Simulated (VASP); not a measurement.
# CoPdO2 (R-3m) in VASP: further runs

The runs below take CoPdO2 through single point, with LDA, PBE.

All numbers are computed with VASP 6.6.1; they aren't measurements. Logs are shortened: lines on timing, memory, paths and dates and some standing lists are left out, and cuts for length are marked.

## (1) The cell of the first run

It takes space group R-3m (No. 166, trigonal). Conventional cell: a = 2.901 Å, b = 2.901 Å, c = 18.109 Å, α = 90.00°, β = 90.00°, γ = 120.00°. Within 2.7 Å of Pd (site symmetry -3m) lie 2 O at 2.04 Å. Co (site symmetry -3m) has 6 O at 1.94 Å within 2.6 Å. Within 2.6 Å of O (site symmetry 3m) lie 3 Co at 1.94 Å and 1 Pd at 2.04 Å and 3 O at 2.58 Å.

## (2) Single point, LDA, collinear spin, ferromagnetic start

Contents of INCAR:

```
  ALGO = Normal
  EDIFF = 1E-6
  ENCUT = 520
  ISIF = 2
  ISMEAR = -1
  ISPIN = 2
  LASPH = True
  LCHARG = False
  LMAXMIX = 4
  LORBIT = 11
  LREAL = False
  LWAVE = False
  MAGMOM = 0 2 0 0
  NBANDS = 28
  NELM = 150
  PREC = Accurate
  SIGMA = 0.05
```

Contents of KPOINTS:

```
k-points
0
Gamma
  11 11 11
```

Contents of POSCAR:

```
CoPdO2
1.0
    1.4505300930      0.8374639396      6.0361722983
   -1.4505300930      0.8374639396      6.0361722983
    0.0000000000     -1.6749278793      6.0361722983
Pd Co O
1 1 2
Direct
    0.0000000000      0.0000000000      0.0000000000
    0.5000000000      0.5000000000      0.5000000000
    0.1124760000      0.1124760000      0.1124760000
    0.8875240000      0.8875240000      0.8875240000
```

Potentials or basis: VASP PAW LDA potentials, release 64 (Pd, Co, O).

The run is started by

```bash
> cat potpaw_LDA.64/Pd/POTCAR potpaw_LDA.64/Co/POTCAR potpaw_LDA.64/O/POTCAR > POTCAR
> mpirun -np 1 vasp_std > vasp.out
```

OUTCAR:

```text
EDIFF = 1E-6
   ENCUT = 520
   ISIF = 2
   ISMEAR = -1
   ISPIN = 2
   LASPH = True
   LORBIT = 11
   LREAL = False
   NELM = 150
   PREC = Accurate

 ion  position               nearest neighbor table
   1  0.000  0.000  0.000-   3 2.04   4 2.04
   2  0.500  0.500  0.500-   3 1.94   4 1.94   3 1.94   3 1.94   4 1.94   4 1.94
   3  0.112  0.112  0.112-   2 1.94   2 1.94   2 1.94   1 2.04
   4  0.888  0.888  0.888-   2 1.94   2 1.94   2 1.94   1 2.04

  LATTYP: Found a trigonal (rhomboedric) cell.
 ALAT       =     6.2642445207
 COS(alpha) =     0.8927626487

  Lattice vectors:

 A1 = (   1.4505300930,   0.8374639396,   6.0361722983)
 A2 = (  -1.4505300930,   0.8374639396,   6.0361722983)
 A3 = (   0.0000000000,  -1.6749278793,   6.0361722983)

Analysis of symmetry for initial positions (statically):
=====================================================================
 Subroutine PRICEL returns:
 Original cell was already a primitive cell.

 Routine SETGRP: Setting up the symmetry group for a
 trigonal (rhombohedral) supercell.

 Subroutine GETGRP returns: Found 12 space group operations
 (whereof 12 operations were pure point group operations)
 out of a pool of 12 trial point group operations.

The static configuration has the point symmetry D_3d.

Analysis of symmetry for dynamics (positions and initial velocities):
=====================================================================
 Subroutine PRICEL returns:
 Original cell was already a primitive cell.

 Routine SETGRP: Setting up the symmetry group for a
 trigonal (rhombohedral) supercell.

 Subroutine GETGRP returns: Found 12 space group operations
 (whereof 12 operations were pure point group operations)
 out of a pool of 12 trial point group operations.

The dynamic configuration has the point symmetry D_3d.

Analysis of structural, dynamic, and magnetic symmetry:
=====================================================================
 Subroutine PRICEL returns:
 Original cell was already a primitive cell.

 Routine SETGRP: Setting up the symmetry group for a
 trigonal (rhombohedral) supercell.

 Subroutine GETGRP returns: Found 12 space group operations
 (whereof 12 operations were pure point group operations)
 out of a pool of 12 trial point group operations.

The overall configuration has the point symmetry D_3d.

 Subroutine INISYM returns: Found 12 space group operations
 (whereof 12 operations are pure point group operations),
 and found     1 'primitive' translations

----------------------------------------------------------------------------------------

                                     Primitive cell

  volume of cell :      43.9952

  direct lattice vectors                    reciprocal lattice vectors
     1.450530093  0.837463940  6.036172298     0.344701570  0.199013544  0.055222634
    -1.450530093  0.837463940  6.036172298    -0.344701570  0.199013544  0.055222634
     0.000000000 -1.674927879  6.036172298     0.000000000 -0.398027088  0.055222634

  length of vectors
     6.264244521  6.264244521  6.264244521     0.401839647  0.401839647  0.401839647

  position of ions in fractional coordinates (direct lattice)
     0.000000000  0.000000000  0.000000000
     0.500000000  0.500000000  0.500000000
     0.112476000  0.112476000  0.112476000
     0.887524000  0.887524000  0.887524000

  ion indices of the primitive-cell ions
   primitive index   ion index
                 1           1
                 2           2
                 3           3
                 4           4

----------------------------------------------------------------------------------------

 KPOINTS: k-points

Automatic generation of k-mesh.
 Grid dimensions read from file:
 generate k-points for:   11   11   11

 Generating k-lattice:

  Cartesian coordinates                     Fractional coordinates (reciprocal lattice)
     0.031336506  0.018092140  0.005020239     0.090909091  0.000000000  0.000000000
    -0.031336506  0.018092140  0.005020239     0.000000000  0.090909091  0.000000000
     0.000000000 -0.036184281  0.005020239     0.000000000  0.000000000  0.090909091

  Length of vectors
     0.036530877  0.036530877  0.036530877

  Shift w.r.t. Gamma in fractional coordinates (k-lattice)
     0.000000000  0.000000000  0.000000000

 Subroutine IBZKPT returns following result:
 ===========================================

 Found    146 irreducible k-points:

 Following reciprocal coordinates:
            Coordinates               Weight
  0.000000  0.000000  0.000000      1.000000
  0.090909  0.000000  0.000000      6.000000
  0.181818 -0.000000 -0.000000      6.000000
  0.272727  0.000000 -0.000000      6.000000
  0.363636  0.000000  0.000000      6.000000
  0.454545  0.000000  0.000000      6.000000
[... 16 lines left out ...]
 -0.272727  0.181818  0.000000     12.000000
 -0.181818  0.181818  0.000000      6.000000
 [... further k-points ...]
   k-points           NKPTS =    146   k-points in BZ     NKDIM =    146   number of bands    NBANDS=     28
   number of dos      NEDOS =    301   number of ions     NIONS =      4
   total plane-waves  NPLWV = 110592
   dimension x,y,z NGX =    48 NGY =   48 NGZ =   48
   dimension x,y,z NGXF=    96 NGYF=   96 NGZF=   96
   ions per type =               1   1   2
   NGX,Y,Z   is equivalent  to a cutoff of  12.74, 12.74, 12.74 a.u.
   NGXF,Y,Z  is equivalent  to a cutoff of  25.48, 25.48, 25.48 a.u.
 SYSTEM =  unknown system
   PREC   = accura    normal or accurate (medium, high low for compatibility)
   ISTART =      0    job   : 0-new  1-cont  2-samecut
   ICHARG =      2    charge: 1-file 2-atom 10-const
   ISPIN  =      2    spin polarized calculation?
   LNONCOLLINEAR =      F non collinear calculations
   LSORBIT =      F    spin-orbit coupling
   LASPH  =      T    aspherical Exc in radial PAW
   ENCUT  =  520.0 eV  38.22 Ry    6.18 a.u.  11.65 11.65 11.65*2*pi/ulx,y,z
   NELM   =    150;   NELMIN=  2; NELMDL= -5     # of ELM steps
   EDIFF  = 0.1E-05   stopping-criterion for ELM
   LREAL  =      F    real-space projection
   EDIFFG = 0.1E-04   stopping-criterion for IOM
   NSW    =      0    number of steps for IOM
   IBRION =     -1    ionic relax: 0-MD 1-quasi-New 2-CG
   NFREE  =      0    steps in history (QN), initial steepest desc. (CG)
   ISIF   =      2    stress and relaxation
   ISYM   =      2    0-nonsym 1-usesym 2-fastsym
   POTIM  = 0.5000    time-step for ionic-motion
   TEBEG  =    0.0;   TEEND  =   0.0 temperature during run
   PSTRESS=    0.0 pullay stress
   NELECT =      31.0000    total number of electrons
   NUPDOWN=      -1.0000    fix difference up-down
   EMIN   =  10.00;   EMAX   =-10.00  energy-range for DOS
   EFERMI =   0.00;   METHOD = LEGACY
   ISMEAR =    -1;   SIGMA  =   0.05  broadening in eV -4-tet -1-fermi 0-gaus
   EFERMI_NEDOS =   21; number of points for ismear=-14 and -15
   IALGO  =     38    algorithm
   IMIX   =      4    mixing-type and parameters
     AMIX     =   0.40;   BMIX     =  1.00
     AMIX_MAG =   1.60;   BMIX_MAG =  1.00
  volume/ion in A,a.u.               =      11.00        74.22
  Fermi-wavevector in a.u.,A,eV,Ry     =   1.456778  2.752912 28.874328  2.122203
  Thomas-Fermi vector in A             =   2.573657
   LORBIT       =     11    0 simple, 1 ext, 2 COOP (PROOUT), +10 PAW based schemes
   GGA     = CA    functional components
   LHFCALC =     F    Hartree Fock is set to
   AEXX    =    0.0000 exact exchange contribution
   IVDW    =     0    specifies the selected vdW correction
   LEPSILON=     F    determine dielectric tensor
   LRPA    =     F    only Hartree local field effects (RPA)
 spin polarized calculation
  energy-cutoff  :      520.00
  volume of cell :       44.00
 maximum number of plane-waves:      1211
   NGX = 23   NGY = 23   NGZ = 23

 number of electron      30.9999996 magnetization       0.0001107

 number of electron      30.9999996 magnetization      -0.0001637

 Free energy of the ion-electron system (eV)
  ---------------------------------------------------
  ext. energy  EPLUGINS =         0.00000000
  ---------------------------------------------------
  free energy    TOTEN  =       -29.50054704 eV

  energy without entropy =      -29.49533834  energy(sigma->0) =      -29.49794269

 E-fermi :   6.4815     XC(G=0): -12.5706

 val. band max:        6.3701494759   @ k =  -0.1818   0.1818   0.0000
 cond. band min:       6.5707034986   @ k =   0.4545   0.4545   0.0000
 fundamental gap:      0.2005540227
 Fermi energy:         6.4815013969

 spin component 1

 k-point     1 :       0.0000    0.0000    0.0000
  band No.  band energies     occupation
      1     -13.5562      1.00000
      2     -11.8050      1.00000
      3      -1.4666      1.00000
      4       0.8825      1.00000
      5       0.8825      1.00000
      6       1.8872      1.00000
[... 19 lines left out ...]
     26      25.0511      0.00000
     27      27.5247      0.00000
[... 667 lines left out ...]
      5       0.8828      1.00000
      6       1.3401      1.00000
[... 19 lines left out ...]
     26      23.8099      0.00000
     27      24.5245      0.00000

 [... further k-points ...]

 spin component 2

 k-point     1 :       0.0000    0.0000    0.0000
  band No.  band energies     occupation
      1     -13.5563      1.00000
      2     -11.8051      1.00000
      3      -1.4666      1.00000
      4       0.8825      1.00000
      5       0.8825      1.00000
      6       1.8871      1.00000
[... 19 lines left out ...]
     26      25.0511      0.00000
     27      27.5247      0.00000
[... 667 lines left out ...]
      5       0.8828      1.00000
      6       1.3400      1.00000
[... 19 lines left out ...]
     26      23.8099      0.00000
     27      24.5245      0.00000

 [... further k-points ...]

 [bands above 27 left out]

------------------------ aborting loop because EDIFF is reached ----------------------------------------

  FORCE on cell =-STRESS in cart. coord.  units (eV):
  Direction    XX          YY          ZZ          XY          YZ          ZX
  --------------------------------------------------------------------------------------
  -------------------------------------------------------------------------------------
  Total       -5.9994082     -5.9994082     -7.5231105      0.0000000      0.0000000     -0.0000000
  in kB     -218.4807915   -218.4807915   -273.9695420      0.0000000      0.0000000     -0.0000000
  external PRESSURE =    -236.9770417 kB  Pullay stress =       0.0000000 kB

 VOLUME and BASIS-vectors are now :
 -----------------------------------------------------------------------------
  energy-cutoff  :      520.00
  volume of cell :       44.00
      direct lattice vectors                 reciprocal lattice vectors
     1.450530093  0.837463940  6.036172298     0.344701570  0.199013544  0.055222634
    -1.450530093  0.837463940  6.036172298    -0.344701570  0.199013544  0.055222634
     0.000000000 -1.674927879  6.036172298     0.000000000 -0.398027088  0.055222634

 POSITION                                       TOTAL-FORCE (eV/Angst)
 -----------------------------------------------------------------------------------
      0.00000      0.00000      0.00000        -0.000000     -0.000000     -0.000000
      0.00000     -0.00000      9.05426         0.000000     -0.000000     -0.000000
      0.00000     -0.00000      2.03677        -0.000000     -0.000000      0.412396
      0.00000     -0.00000     16.07174        -0.000000      0.000000     -0.412396
 -----------------------------------------------------------------------------------
    total drift:                                0.000000      0.000000     -0.000000

  FREE ENERGIE OF THE ION-ELECTRON SYSTEM (eV)
  ---------------------------------------------------
  free  energy   TOTEN  =       -29.5005470406 eV

  energy  without entropy=      -29.4953383412  energy(sigma->0) =      -29.49794269

 total charge

# of ion       s       p       d       tot
------------------------------------------
    1        0.448   0.414   8.409   9.271
    2        0.404   0.593   7.287   8.283
    3        1.547   3.375   0.000   4.922
    4        1.547   3.375   0.000   4.922
--------------------------------------------------
tot          3.945   7.757  15.697  27.399

 magnetization (x)

# of ion       s       p       d       tot
------------------------------------------
    1       -0.000  -0.000  -0.000  -0.000
    2        0.000   0.000   0.000   0.000
    3       -0.000  -0.000   0.000  -0.000
    4       -0.000  -0.000   0.000  -0.000
--------------------------------------------------
tot          0.000  -0.000   0.000  -0.000
```

Wall time 15 min (1 thread of Intel Xeon Platinum 8488C (Sapphire Rapids), shared host); peak memory 0.48 GiB.

Results:

| Property | Result |
| --- | --- |
| Free energy | -29.5005 eV |
| Pressure | -23.7 GPa |
| Largest force | 0.412 eV/Å |
| Net moment | 0.00 μB per cell |
| Valence electrons inside the program's atomic spheres | Pd 9.27; Co 8.28; O 4.92 |

Forces in eV/Å, atoms in the order of the input:
```
Pd   0.000  0.000  0.000
Co   0.000  0.000  0.000
O    0.000  0.000  0.412
O    0.000  0.000 -0.412
```

Stress tensor (GPa, compression positive):
```
-21.85   0.00   0.00
  0.00 -21.85   0.00
  0.00   0.00 -27.40
```

Levels at points of the mesh, in eV from the Fermi level:
Spin up:
```
           k point  band 13  band 14  band 15  band 16  band 17  band 18  band 19  band 20
(0.00, 0.00, 0.00)    -1.40    -1.22    -1.22    -0.73     1.96     1.96     2.74     6.33
```
Spin down:
```tsv
k point	band 13	band 14	band 15	band 16	band 17	band 18	band 19	band 20
(0.00, 0.00, 0.00)	-1.40	-1.22	-1.22	-0.73	1.96	1.96	2.74	6.33
```

Caveat: the stress differs along the axes, from -27 to -22 GPa; the moments typed at the start vanished in this run; semilocal functionals often make such compounds metallic where correlation or magnetic order opens a gap, which also shifts bond lengths. With open d or f shells a metallic result of LDA can be an artefact of self-interaction; +U or a hybrid may open a gap.

## (3) Single point, PBE, collinear spin, ferromagnetic start

This run uses another cell than the first one, of 9.94 Å³/atom.

Contents of INCAR:

```
SYSTEM = CoPdO2
  PREC = Accurate
  ENCUT = 520
  EDIFF = 1E-7
  ISMEAR = -1
  SIGMA = 0.05
  LREAL = .False.
  LASPH = .True.
  NELM = 150
  ALGO = Normal
  ISIF = 2
  LWAVE = .False.
  LCHARG = .False.
  ISPIN = 2
  MAGMOM = 0 2 0 0
  LORBIT = 11
  LMAXMIX = 4
  GGA = PE
  NBANDS = 28
```

Contents of KPOINTS:

```
regular mesh
0
Gamma
  11 11 11
  0 0 0
```

Contents of POSCAR:

```
CoPdO2
1.0
    1.4024635453      0.8097127054      5.8361502750
   -1.4024635453      0.8097127054      5.8361502750
    0.0000000000     -1.6194254107      5.8361502750
Pd Co O
1 1 2
Direct
    0.0000000000      0.0000000000      0.0000000000
    0.5000000000      0.5000000000      0.5000000000
    0.1124760000      0.1124760000      0.1124760000
    0.8875240000      0.8875240000      0.8875240000
```

Potentials or basis: VASP PAW PBE potentials, release 64 (Pd, Co, O).

The run is started by

```bash
> cat potpaw_PBE.64/Pd/POTCAR potpaw_PBE.64/Co/POTCAR potpaw_PBE.64/O/POTCAR > POTCAR
> mpirun -np 1 vasp_std > vasp.out
```

Wall time 13 min (1 thread of Intel Xeon 6975P-C (Granite Rapids), shared host); peak memory 0.59 GiB.

Results (log left out):

```yaml
Free_energy: -25.5152 eV
Pressure: 13.9 GPa
Largest_force: 0.132 eV/Å
Net_moment: 0.00 μB per cell
Valence_electrons_inside_the_program's_atomic_spheres: Pd 9.49; Co 8.55; O 5.03
```

Forces on the atoms (eV/Å):
```
Pd   0.000  0.000  0.000
Co   0.000  0.000  0.000
O    0.000  0.000 -0.132
O    0.000  0.000  0.132
```

Stress tensor (GPa, compression positive):
```
12.59  0.00  0.00
 0.00 12.59  0.00
 0.00  0.00 16.50
```

Levels at points of the mesh, in eV from the Fermi level:
Spin up:
```csv
k point,band 12,band 13,band 14,band 15,band 16,band 17,band 18,band 19,band 20,band 21
"(0.00, 0.00, 0.00)",-1.67,-1.67,-1.40,-1.40,-0.91,2.34,2.34,3.35,6.65,9.93
```
Spin down:
```
           k point  band 14  band 15  band 16  band 17  band 18  band 19
(0.00, 0.00, 0.00)    -1.40    -1.40    -0.91     2.34     2.34     3.35
```

Caveat: the cell stands under pressure; the moments typed at the start vanished in this run; semilocal functionals often make such compounds metallic where correlation or magnetic order opens a gap, which also shifts bond lengths.

## (4) Single point, PBE, collinear spin, ferromagnetic start

This run uses another cell than the first one, of 10.15 Å³/atom.

Contents of INCAR:

```
ALGO = Normal
EDIFF = 1E-6
ENCUT = 520
GGA = PE
ISIF = 2
ISMEAR = -1
ISPIN = 2
LASPH = T
LCHARG = F
LMAXMIX = 4
LORBIT = 11
LREAL = F
LWAVE = F
MAGMOM = 0 2 0 0
NBANDS = 28
NELM = 150
PREC = Accurate
SIGMA = 0.05
```

Contents of KPOINTS:

```
k-points
0
Gamma
  11 11 11
```

Contents of POSCAR:

```
CoPdO2
1.0
    1.4123403745      0.8154150954      5.8772512790
   -1.4123403745      0.8154150954      5.8772512790
    0.0000000000     -1.6308301908      5.8772512790
Pd Co O
1 1 2
Direct
    0.0000000000      0.0000000000      0.0000000000
    0.5000000000      0.5000000000      0.5000000000
    0.1124760000      0.1124760000      0.1124760000
    0.8875240000      0.8875240000      0.8875240000
```

The run is started by

```bash
> cat potpaw_PBE.64/Pd/POTCAR potpaw_PBE.64/Co/POTCAR potpaw_PBE.64/O/POTCAR > POTCAR
> mpirun -np 1 vasp_std > vasp.out
```

Run time: 9.1 min. Hardware: 1 thread of Intel Xeon 6975P-C (Granite Rapids), shared host; peak memory 0.58 GiB.

The run converged. Its results:

```yaml
Free_energy: -25.5746 eV
Pressure: 8.3 GPa
Largest_force: 0.051 eV/Å
Net_moment: 0.00 μB per cell
Valence_electrons_inside_the_program's_atomic_spheres: Pd 9.44; Co 8.48; O 5.01
```

Forces on the atoms (eV/Å):
```
Pd   0.000  0.000  0.000
Co   0.000  0.000  0.000
O    0.000  0.000 -0.051
O    0.000  0.000  0.051
```

Stress tensor (GPa, compression positive):
```
7.58 0.00 0.00
0.00 7.58 0.00
0.00 0.00 9.88
```

Levels at points of the mesh, in eV from the Fermi level:
Spin up:
```csv
k point,band 12,band 13,band 14,band 15,band 16,band 17,band 18,band 19,band 20,band 21
"(0.00, 0.00, 0.00)",-1.63,-1.63,-1.36,-1.36,-0.89,2.27,2.27,3.22,6.62,9.73
```
Spin down:
```csv
k point,band 13,band 14,band 15,band 16,band 17,band 18,band 19,band 20
"(0.00, 0.00, 0.00)",-1.63,-1.36,-1.36,-0.89,2.27,2.27,3.22,6.62
```

Caveat: the cell stands under pressure; the moments typed at the start vanished in this run; semilocal functionals often make such compounds metallic where correlation or magnetic order opens a gap, which also shifts bond lengths. With open d or f shells a metallic result of PBE can be an artefact of self-interaction; +U or a hybrid may open a gap.
